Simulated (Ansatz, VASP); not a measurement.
## One calculation of C3BrN, two programs

File INCAR:

```
PREC     = Accurate       # precision mode
ENCUT    = 600            # plane-wave cutoff, eV
EDIFF    = 1E-6           # SCF threshold, eV
ISMEAR   = 0              # smearing method
SIGMA    = 0.1            # smearing width, eV
LREAL    = F              # projectors in reciprocal space
LASPH    = T              # aspherical terms in the spheres
NELM     = 150            # most SCF steps
ALGO     = Normal         # electronic algorithm
ISIF     = 3              # what is computed and relaxed
LWAVE    = F              # write WAVECAR
LCHARG   = F              # write CHGCAR
ISPIN    = 2              # spin polarisation
MAGMOM   = 0.58 0.58 0.58 0 0.55 # initial moments
LORBIT   = 11             # projections on sites
GGA      = PE             # functional
IBRION   = 2              # ionic algorithm
NSW      = 90             # ionic steps
EDIFFG   = -0.04          # ionic threshold
```

KPOINTS

```
Automatic mesh
0
Gamma
  4 4 4
```

Contents of POSCAR:

```
C3BrN
1.0
    4.5218294950      0.0000000000      0.0000000000
    0.0000000000      4.5218294950      0.0000000000
    0.0000000000      0.0000000000      4.5218294950
C Br N
3 1 1
Direct
    0.0000000000      0.5000000000      0.5000000000
    0.5000000000      0.0000000000      0.5000000000
    0.5000000000      0.5000000000      0.0000000000
    0.0000000000      0.0000000000      0.0000000000
    0.5000000000      0.5000000000      0.5000000000
```

Input for Ansatz:

```yaml
crystal:
  lattice:
    - [4.521829495, 0.0, 0.0]
    - [0.0, 4.521829495, 0.0]
    - [0.0, 0.0, 4.521829495]
  atoms:
    - { symbol: C, position: [0.0, 0.5, 0.5], spin: 0.58 }
    - { symbol: C, position: [0.5, 0.0, 0.5], spin: 0.58 }
    - { symbol: C, position: [0.5, 0.5, 0.0], spin: 0.58 }
    - { symbol: Br, position: [0.0, 0.0, 0.0] }
    - { symbol: "N", position: [0.5, 0.5, 0.5], spin: 0.55 }
basis:
  ecutwfc: 420
kpoints:
  mp_grid: { grid: [4, 4, 4] }
hamiltonian:
  xc: pbe
scf:
  occupations: { method: gaussian, width: 0.1 }
  lower_state_search: "off"
output:
  forces: true
  stress: true
  eigenvalues: true
  populations: true
magnetization:
  spin_polarized: true
relax:
  adjacent_minimum: "off"
  f_tol: 0.04
  max_steps: 70
  cell: { stress_tol: 0.4 }
```

Alike in both runs: task relaxation of cell and atoms; functional PBE; k mesh 4 × 4 × 4; occupations gaussian, width 0.1 eV; collinear spin.

```csv
,VASP,Ansatz
version,VASP 6.6.1,Ansatz 0.2.0
potentials or method,"VASP PAW PBE potentials, release 64 (C, Br, N), cutoff 600 eV","scalar-relativistic, plane waves, PAW"
valence electrons in the cell,24,24
```

VASP gave:

```
gap on the k mesh at the Fermi level, each at its own relaxed structure (eV) : none
net moment per atom (μB)                                                     : 0.28
size of the moment on the site where the two differ most (μB)                : 0.20
relaxed volume (Å³/atom)                                                     : 9.88
relaxed length of the cell vector where the two differ most in proportion (Å)              : 3.669
```

Question: Estimate Ansatz's values.

Answer: gap on the k mesh at the Fermi level, each at its own relaxed structure (eV): none; net moment per atom (μB): 0.28; size of the moment on the site where the two differ most (μB): 0.22; relaxed volume (Å³/atom): 9.89; relaxed length of the cell vector where the two differ most in proportion (Å): 3.670.

Site moments also hang on the region over which each program counts them. A gap of «none» marks a metal or a gap that the smearing closes.

Noted on VASP's run: the volume moved by over 15 % at a fixed basis, so the end points are rough.
